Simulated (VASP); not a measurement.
A run of VASP 6.6.1 is set up as follows.

INCAR

```
PREC = Accurate ; ENCUT = 520
EDIFF = 1E-6 ; ISMEAR = 0
SIGMA = 0.1 ; LREAL = False
LASPH = True ; NELM = 100
ALGO = Normal ; ISIF = 2
LWAVE = False ; LCHARG = True
GGA = PE ; LELF = True
LVHAR = True ; NBANDS = 27
```

KPOINTS

```
regular mesh
0
Gamma
  6 4 4
```

Contents of POSCAR:

```
ZrH4
1.0
    2.9825777896      0.0000000000      0.0000000000
    0.1369744680      5.5524019100      0.0000000000
    0.1001120417      0.0115288248      5.7698409848
Zr H
2 8
Direct
    0.5000000000      0.5000000000      0.0000000000
    0.0000000000      0.5000000000      0.5000000000
    0.4884609569      0.6953209284      0.6881390070
    0.9858515198      0.7661949199      0.0767682644
    0.0141484802      0.2338050801      0.9232317356
    0.5115390431      0.3046790716      0.3118609930
    0.9908071986      0.7694989759      0.9269413847
    0.4940167141      0.6970402295      0.3125601337
    0.0091928014      0.2305010241      0.0730586153
    0.5059832859      0.3029597705      0.6874398663
```

Potentials or basis: VASP PAW PBE potentials, release 64 (Zr_sv, H).

Command:

```sh
$ cat potpaw_PBE.64/Zr_sv/POTCAR potpaw_PBE.64/H/POTCAR > POTCAR
$ mpirun -np 1 vasp_std > vasp.out
```

(1) Predict the band gap on the k mesh.

(2) What does it give for the largest force?

(3) What does it give for the pressure?

Answers

(1) zero (band 16 reaches 4.79 eV, above the bottom of band 17 at 3.99 eV).

(2) 0.066 eV/Å.

(3) 0.7 GPa.
